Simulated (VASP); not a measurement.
# S (Fm-3m) in VASP: density of states with PBE

Aim: the density of states of S with PBE.

Program: VASP 6.6.1. These are calculated values, not measurements. Logs are shortened: lines on timing, memory, paths and dates and some standing lists are left out, and cuts for length are marked.

**1. The cell of the first run**

Symmetry: Fm-3m, No. 225, cubic system. Conventional cell: a = 2.940 Å, b = 2.940 Å, c = 2.940 Å, α = 90.00°, β = 90.00°, γ = 90.00°. Within 2.8 Å of S (site symmetry m-3m) lie 12 S at 2.08 Å.

**2. Density of states, PBE (volume scaled by 0.4)**

Input file POSCAR:

```
S
1.0
    0.0000000000      1.4698558992      1.4698558992
    1.4698558992      0.0000000000      1.4698558992
    1.4698558992      1.4698558992      0.0000000000
S
1
Direct
    0.0000000000      0.0000000000      0.0000000000
```

Input file INCAR.step1:

```
SYSTEM = S
PREC = Accurate
ENCUT = 520
EDIFF = 1E-6
ISMEAR = -1
SIGMA = 0.08
LREAL = .FALSE.
LASPH = .TRUE.
NELM = 60
ALGO = Normal
ISIF = 2
LWAVE = .FALSE.
LCHARG = .TRUE.
GGA = PE
NBANDS = 9
```

Input file KPOINTS.step1:

```
Automatic mesh
0
G
  16 16 16
  0 0 0
```

Input file INCAR.step2:

```
SYSTEM = S
PREC = Accurate
ENCUT = 520
EDIFF = 1E-6
ISMEAR = -5
SIGMA = 0.08
LREAL = .FALSE.
LASPH = .TRUE.
NELM = 60
ALGO = Normal
ISIF = 2
LWAVE = .FALSE.
LCHARG = .FALSE.
GGA = PE
LORBIT = 10
NBANDS = 9
NEDOS = 1001
ICHARG = 11
```

Input file KPOINTS.step2:

```
Automatic mesh
0
G
  24 24 24
  0 0 0
```

Potentials or basis: VASP PAW PBE potentials, release 64 (S).

Run with:

```console
cat potpaw_PBE.64/S/POTCAR > POTCAR
cp INCAR.step1 INCAR
cp KPOINTS.step1 KPOINTS
mpirun -np 1 vasp_std > vasp.out
cp INCAR.step2 INCAR
cp KPOINTS.step2 KPOINTS
mpirun -np 1 vasp_std > vasp.out
```

OUTCAR:

```text
SYSTEM = S
   PREC = Accurate
   ENCUT = 520
   EDIFF = 1E-6
   ISMEAR = -5
   LREAL = .FALSE.
   LASPH = .TRUE.
   NELM = 60
   ISIF = 2
   GGA = PE
   LORBIT = 10
   ICHARG = 11

 ion  position               nearest neighbor table
   1  0.000  0.000  0.000-

  LATTYP: Found a face centered cubic cell.
 ALAT       =     2.9397117984

  Lattice vectors:

 A1 = (   0.0000000000,   1.4698558992,   1.4698558992)
 A2 = (   1.4698558992,   0.0000000000,   1.4698558992)
 A3 = (   1.4698558992,   1.4698558992,   0.0000000000)

Analysis of symmetry for initial positions (statically):
=====================================================================
 Subroutine PRICEL returns:
 Original cell was already a primitive cell.

 Routine SETGRP: Setting up the symmetry group for a
 face centered cubic supercell.

 Subroutine GETGRP returns: Found 48 space group operations
 (whereof 48 operations were pure point group operations)
 out of a pool of 48 trial point group operations.

The static configuration has the point symmetry O_h .

Analysis of symmetry for dynamics (positions and initial velocities):
=====================================================================
 Subroutine PRICEL returns:
 Original cell was already a primitive cell.

 Routine SETGRP: Setting up the symmetry group for a
 face centered cubic supercell.

 Subroutine GETGRP returns: Found 48 space group operations
 (whereof 48 operations were pure point group operations)
 out of a pool of 48 trial point group operations.

The dynamic configuration has the point symmetry O_h .

 Subroutine INISYM returns: Found 48 space group operations
 (whereof 48 operations are pure point group operations),
 and found     1 'primitive' translations

----------------------------------------------------------------------------------------

                                     Primitive cell

  volume of cell :       6.3512

  direct lattice vectors                    reciprocal lattice vectors
     0.000000000  1.469855899  1.469855899    -0.340169400  0.340169400  0.340169400
     1.469855899  0.000000000  1.469855899     0.340169400 -0.340169400  0.340169400
     1.469855899  1.469855899  0.000000000     0.340169400  0.340169400 -0.340169400

  length of vectors
[... 85 lines left out ...]
   NSW    =      0    number of steps for IOM
   IBRION =     -1    ionic relax: 0-MD 1-quasi-New 2-CG
   NFREE  =      0    steps in history (QN), initial steepest desc. (CG)
   ISIF   =      2    stress and relaxation
   ISYM   =      2    0-nonsym 1-usesym 2-fastsym
   POTIM  = 0.5000    time-step for ionic-motion
   TEBEG  =    0.0;   TEEND  =   0.0 temperature during run
   PSTRESS=    0.0 pullay stress
   NELECT =       6.0000    total number of electrons
   NUPDOWN=      -1.0000    fix difference up-down
   EMIN   =  10.00;   EMAX   =-10.00  energy-range for DOS
   EFERMI =   0.00;   METHOD = LEGACY
   ISMEAR =    -5;   SIGMA  =   0.08  broadening in eV -4-tet -1-fermi 0-gaus
   EFERMI_NEDOS =   21; number of points for ismear=-14 and -15
   IALGO  =     38    algorithm
   IMIX   =      4    mixing-type and parameters
     AMIX     =   0.40;   BMIX     =  1.00
     AMIX_MAG =   1.60;   BMIX_MAG =  1.00
  volume/ion in A,a.u.               =       6.35        42.86
  Fermi-wavevector in a.u.,A,eV,Ry     =   1.606351  3.035564 35.107984  2.580364
  Thomas-Fermi vector in A             =   2.702553
   LORBIT       =     10    0 simple, 1 ext, 2 COOP (PROOUT), +10 PAW based schemes
   GGA     = PE    functional components
   LHFCALC =     F    Hartree Fock is set to
   AEXX    =    0.0000 exact exchange contribution
   IVDW    =     0    specifies the selected vdW correction
   LEPSILON=     F    determine dielectric tensor
   LRPA    =     F    only Hartree local field effects (RPA)
 non-spin polarized calculation
 Fermi weights with tetrahedron method with Bloechl corrections
  energy-cutoff  :      520.00
  volume of cell :        6.35
 maximum number of plane-waves:       182

 number of electron       5.9999998 magnetization

 Free energy of the ion-electron system (eV)
  ---------------------------------------------------
  ext. energy  EPLUGINS =         0.00000000
  ---------------------------------------------------
  free energy    TOTEN  =         3.23854447 eV

  energy without entropy =        3.23854447  energy(sigma->0) =        3.23854447

 E-fermi :  26.7166     XC(G=0): -15.8563

 val. band max:       27.0404317792   @ k =   0.2917   0.2917   0.0000
 cond. band min:      26.1714992178   @ k =   0.5000   0.5000   0.0000
 fundamental gap:     -0.8689325614
 Fermi energy:        26.7166436915

 k-point     1 :       0.0000    0.0000    0.0000
  band No.  band energies     occupation
      1      -4.2150      2.00000
      2      39.0026      0.00000
      3      39.0026      0.00000
      4      39.0026      0.00000
      5      39.0855      0.00000
      6      39.0855      0.00000
      7      39.0855      0.00000
      8      48.8417      0.00000
      9      50.9231      0.00000
[... 265 lines left out ...]
 k-point    24 :       0.4583    0.0417    0.0000
  band No.  band energies     occupation
      1       5.3420      2.00000
      2      10.5344      2.00000
      3      33.3194      0.00000
      4      34.0071      0.00000
      5      36.9378      0.00000
      6      38.8253      0.00000
      7      44.0435      0.00000
      8      47.7665      0.00000
      9      58.3546      0.00000

 [... further k-points ...]

------------------------ aborting loop because EDIFF is reached ----------------------------------------

  FORCE on cell =-STRESS in cart. coord.  units (eV):
  Direction    XX          YY          ZZ          XY          YZ          ZX
  --------------------------------------------------------------------------------------
  -------------------------------------------------------------------------------------
  Total       17.1608041     17.1608041     17.1608041      0.0000000     -0.0000000      0.0000000
  in kB     4329.0633578   4329.0633578   4329.0633578      0.0000000     -0.0000000      0.0000000
  external PRESSURE =    4329.0633578 kB  Pullay stress =       0.0000000 kB

 VOLUME and BASIS-vectors are now :
 -----------------------------------------------------------------------------
  energy-cutoff  :      520.00
  volume of cell :        6.35
      direct lattice vectors                 reciprocal lattice vectors
     0.000000000  1.469855899  1.469855899    -0.340169400  0.340169400  0.340169400
     1.469855899  0.000000000  1.469855899     0.340169400 -0.340169400  0.340169400
     1.469855899  1.469855899  0.000000000     0.340169400  0.340169400 -0.340169400

 POSITION                                       TOTAL-FORCE (eV/Angst)
 -----------------------------------------------------------------------------------
      0.00000      0.00000      0.00000        -0.000000     -0.000000      0.000000
 -----------------------------------------------------------------------------------
    total drift:                               -0.000000     -0.000000     -0.000000

  FREE ENERGIE OF THE ION-ELECTRON SYSTEM (eV)
  ---------------------------------------------------
  free  energy   TOTEN  =         3.2385444678 eV

  energy  without entropy=        3.2385444678  energy(sigma->0) =        3.23854447

 total charge

# of ion       s       p       d       tot
------------------------------------------
    1        1.445   2.441   0.000   3.885
```

OSZICAR.step1:

```text
N       E                     dE             d eps       ncg     rms          rms(c)
DAV:   1     0.111531950915E+02    0.11153E+02   -0.37798E+03  3105   0.616E+02
DAV:   2     0.332539121413E+01   -0.78278E+01   -0.72626E+01  3736   0.809E+01
DAV:   3     0.321635982703E+01   -0.10903E+00   -0.10868E+00  2988   0.686E+00
DAV:   4     0.321625204946E+01   -0.10778E-03   -0.10777E-03  3425   0.213E-01
DAV:   5     0.321625202858E+01   -0.20879E-07   -0.18077E-07  2980   0.270E-03    0.472E+01
DAV:   6     0.322388907682E+01    0.76370E-02   -0.16948E-03  2915   0.288E-01    0.283E+01
DAV:   7     0.322760242810E+01    0.37134E-02   -0.36663E-03  2822   0.429E-01    0.136E-01
DAV:   8     0.322760229126E+01   -0.13684E-06   -0.20971E-05  2991   0.435E-02    0.676E-02
DAV:   9     0.322760024526E+01   -0.20460E-05   -0.54842E-06  3079   0.164E-02    0.595E-03
DAV:  10     0.322760021308E+01   -0.32181E-07   -0.23275E-08  1397   0.158E-03
   1 F= 0.32276002E+01 E0= 0.32297543E+01  d E =-.430807E-02
```

Run time: 11 s. Hardware: 1 thread of Intel Xeon 6975P-C, shared host; peak memory 0.13 GiB.

Results:

- Valence electrons inside the program's atomic spheres: S 3.88

Caveat: tetrahedron occupations give inexact forces and stress in metals.
